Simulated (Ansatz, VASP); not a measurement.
**Hf: VASP beside Ansatz**

INCAR

```
PREC = Accurate
ENCUT = 520
EDIFF = 1E-6
ISMEAR = 0
SIGMA = 0.15
LREAL = F
LASPH = T
NELM = 100
ALGO = Normal
ISIF = 2
LWAVE = F
LCHARG = F
GGA = PS
NBANDS = 11
```

KPOINTS

```
regular mesh
0
Gamma
  18 18 18
```

POSCAR

```
Hf
1.0
   -1.7598750000      1.7598750000      1.7598750000
    1.7598750000     -1.7598750000      1.7598750000
    1.7598750000      1.7598750000     -1.7598750000
Hf
1
Direct
    0.0000000000      0.0000000000      0.0000000000
```

Input for Ansatz:

```yaml
crystal:
  lattice:
    - [-1.759875, 1.759875, 1.759875]
    - [1.759875, -1.759875, 1.759875]
    - [1.759875, 1.759875, -1.759875]
  atoms:
    - { symbol: Hf, position: [0.0, 0.0, 0.0] }
basis:
  ecutwfc: 420
kpoints:
  mp_grid: { grid: [18, 18, 18] }
hamiltonian:
  xc: pbesol
scf:
  occupations: { method: gaussian, width: 0.15 }
output:
  forces: true
  stress: true
  eigenvalues: true
```

Change from the starting cell: strain -0.025 along x and y, -0.025 along z, atoms carried along.

Alike in both runs: task single point; functional PBEsol; k mesh 18 × 18 × 18; occupations gaussian, width 0.15 eV; no spin polarisation.

```csv
,VASP,Ansatz
version,VASP 6.6.1,Ansatz 0.2.0
potentials or method,"VASP PAW PBE potentials, release 64 (Hf_pv), cutoff 520 eV","scalar-relativistic, plane waves, PAW"
valence electrons in the cell,10,26
```

VASP gave:

| Item | Value |
| --- | --- |
| gap on the k mesh at the Fermi level (eV) | none |
| pressure (GPa) | -2.8 |

Problem. Estimate Ansatz's values.

Solution. gap on the k mesh at the Fermi level (eV): none; pressure (GPa): -2.5.

VASP's potentials were made for PBE, not for PBEsol. A gap of «none» marks a metal or a gap that the smearing closes. VASP's potentials hold 10 valence electrons a cell and Ansatz's 26, so a difference there can come from the potentials and not from the codes.

Spin-orbit coupling is off throughout.
